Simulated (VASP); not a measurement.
Input of a VASP 6.6.1 run:

INCAR

```
SYSTEM = RbBr
  PREC = Accurate
  ENCUT = 520
  EDIFF = 1E-6
  ISMEAR = 0
  SIGMA = 0.05
  LREAL = .False.
  LASPH = .True.
  NELM = 60
  ALGO = Normal
  ISIF = 2
  LWAVE = .False.
  LCHARG = .False.
  GGA = PE
  NBANDS = 15
```

File KPOINTS:

```
regular mesh
0
Gamma
  6 6 6
  0 0 0
```

The input POSCAR:

```
RbBr
1.0
    0.0000000000      3.4275000000      3.4275000000
    3.4275000000      0.0000000000      3.4275000000
    3.4275000000      3.4275000000      0.0000000000
Rb Br
1 1
Direct
    0.0000000000      0.0000000000      0.0000000000
    0.4124726477      0.4124726477      0.5256361679
```

Potentials or basis: VASP PAW PBE potentials, release 64 (Rb_sv, Br).

The run is started by

```console
$ cat potpaw_PBE.64/Rb_sv/POTCAR potpaw_PBE.64/Br/POTCAR > POTCAR
$ mpirun -np 1 vasp_std > vasp.out
```

**Question.** Estimate the band gap on the k mesh.

**Answer.** 4.38 eV, direct.

**Question.** What does it give for the largest force?

**Answer.** 1.508 eV/Å.

**Question.** Estimate the pressure.

**Answer.** 3.6 GPa.

Forces in eV/Å, atoms in the order of the input:
```
Rb  -0.120 -0.120 -1.499
Br   0.120  0.120  1.499
```

Caveat: the cell differs from its parent crystal (atom 2 (Br) moved by (-0.300, -0.600) A along [1 1 0] and z); forces of over 1 eV/Å act on the atoms, so gaps and moduli don't describe the material at rest.
